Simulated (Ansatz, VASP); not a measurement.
# Si3N4 in VASP and in Ansatz

Contents of POSCAR:

```
Si3N4
1.0
    7.5296074153      0.0000000000      0.0000000000
   -3.7648037076      6.5208313022      0.0000000000
    0.0000000000      0.0000000000      2.8765900017
Si N
6 8
Direct
    0.2323072919      0.8261484051      0.7500000000
    0.4061588868      0.2323072919      0.2500000000
    0.8261484051      0.5938411132      0.2500000000
    0.1738515949      0.4061588868      0.7500000000
    0.5938411132      0.7676927081      0.7500000000
    0.7676927081      0.1738515949      0.2500000000
    0.3333333333      0.6666666667      0.7500000000
    0.6666666667      0.3333333333      0.2500000000
    0.9703605768      0.6700469691      0.7500000000
    0.3003136078      0.9703605768      0.2500000000
    0.6700469691      0.6996863922      0.2500000000
    0.3299530309      0.3003136078      0.7500000000
    0.0296394232      0.3299530309      0.2500000000
    0.6996863922      0.0296394232      0.7500000000
```

File INCAR.step1:

```
PREC = Accurate ; ENCUT = 520
ISMEAR = 0 ; SIGMA = 0.01
LREAL = False ; LASPH = True
NELM = 60 ; NBANDS = 45
GGA = PE ; ALGO = Normal
EDIFF = 1E-4 ; LWAVE = True
LCHARG = False
```

Contents of INCAR.step2:

```
PREC = Accurate ; ENCUT = 520
EDIFF = 1E-6 ; ISMEAR = 0
SIGMA = 0.01 ; LREAL = False
LASPH = True ; NELM = 60
ALGO = Normal ; ISIF = 2
LWAVE = False ; LCHARG = False
METAGGA = R2SCAN ; LMIXTAU = True
NBANDS = 45 ; ISTART = 1
```

File KPOINTS:

```
regular mesh
0
Gamma
  6 6 8
```

Input for Ansatz:

```yaml
crystal:
  lattice:
    - [7.5296074153, 0.0, 0.0]
    - [-3.7648037076, 6.5208313022, 0.0]
    - [0.0, 0.0, 2.8765900017]
  atoms:
    - { symbol: Si, position: [0.2323072919, 0.8261484051, 0.75] }
    - { symbol: Si, position: [0.4061588868, 0.2323072919, 0.25] }
    - { symbol: Si, position: [0.8261484051, 0.5938411132, 0.25] }
    - { symbol: Si, position: [0.1738515949, 0.4061588868, 0.75] }
    - { symbol: Si, position: [0.5938411132, 0.7676927081, 0.75] }
    - { symbol: Si, position: [0.7676927081, 0.1738515949, 0.25] }
    - { symbol: "N", position: [0.3333333333, 0.6666666667, 0.75] }
    - { symbol: "N", position: [0.6666666667, 0.3333333333, 0.25] }
    - { symbol: "N", position: [0.9703605768, 0.6700469691, 0.75] }
    - { symbol: "N", position: [0.3003136078, 0.9703605768, 0.25] }
    - { symbol: "N", position: [0.6700469691, 0.6996863922, 0.25] }
    - { symbol: "N", position: [0.3299530309, 0.3003136078, 0.75] }
    - { symbol: "N", position: [0.0296394232, 0.3299530309, 0.25] }
    - { symbol: "N", position: [0.6996863922, 0.0296394232, 0.75] }
kpoints:
  mp_grid: { grid: [6, 6, 8] }
  band_path:
    path:
      - [0.0, 0.0, 0.0]
      - [0.5, 0.0, 0.0]
      - [0.3333333333, 0.3333333333, 0.0]
      - [0.0, 0.0, 0.5]
      - [0.5, 0.0, 0.5]
      - [0.3333333333, 0.3333333333, 0.5]
      - [0.0, 0.0, 0.166667]
    npoints: 1
hamiltonian:
  xc: r2scan
scf:
  occupations: { method: fixed }
  n_extra_bands: 7
output:
  forces: true
  stress: true
  eigenvalues: true
  write_density: true
  write_potential: true
  elf: true
  volumetric_format: npy
```

Change from the starting cell: hydrostatic strain -1.0%.

Alike in both runs: task single point; functional r2SCAN; k mesh 6 × 6 × 8; no spin polarisation.

|  | VASP | Ansatz |
| --- | --- | --- |
| version | VASP 6.6.1 | Ansatz 0.2.0 |
| potentials or method | VASP PAW PBE potentials, release 64 (Si, N) | plane waves, PAW |
| plane-wave cutoff (eV) | 520 | 500 |
| occupations | gaussian, width 0.01 eV | fixed |
| valence electrons in the cell | 64 | 64 |

Ansatz gave:

* gap on the k mesh at the Fermi level (eV): 5.13
* pressure (GPa): 8.1
* traceless stress, the component that is largest in VASP (GPa): 0.35

Question: What did VASP give for the same quantities?

Answer: gap on the k mesh at the Fermi level (eV): 5.13; pressure (GPa): 8.0; traceless stress, the component that is largest in VASP (GPa): 0.31.

VASP's potentials were made for PBE, not for r2SCAN.
